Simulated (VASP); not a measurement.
Here is a VASP 6.6.1 calculation.

The input INCAR:

```
PREC = Accurate
ENCUT = 520
EDIFF = 1E-7
ISMEAR = -1
SIGMA = 0.05
LREAL = F
LASPH = T
NELM = 80
ALGO = Normal
ISIF = 2
LWAVE = F
LCHARG = F
GGA = PE
IVDW = 13
NBANDS = 17
```

Contents of KPOINTS:

```
regular mesh
0
Gamma
  7 7 7
```

Contents of POSCAR:

```
SnTe
1.0
    3.7956759468      0.0000000000      0.0000000000
    0.0000000000      3.7956759468      0.0000000000
    0.0000000000      0.0000000000      3.7956759468
Te Sn
1 1
Direct
    0.5000000000      0.5000000000      0.5000000000
    0.0000000000      0.0000000000      0.0000000000
```

Potentials or basis: VASP PAW PBE potentials, release 64 (Te, Sn_d).

Command:

```sh
$ cat potpaw_PBE.64/Te/POTCAR potpaw_PBE.64/Sn_d/POTCAR > POTCAR
$ mpirun -np 1 vasp_std > vasp.out
```

Task: Estimate the pressure.

Result: -0.1 GPa.

Task: What does it give for the dispersion energy per atom?

Result: -0.495 eV.

Task: Estimate the band gap on the k mesh.

Result: Zero (band 10 reaches 8.43 eV, above the bottom of band 11 at 7.01 eV).

Caveat: spin-orbit coupling is left out, which moves the levels of the heavy elements; pairwise dispersion overbinds metals, which lowers pressure and volume.
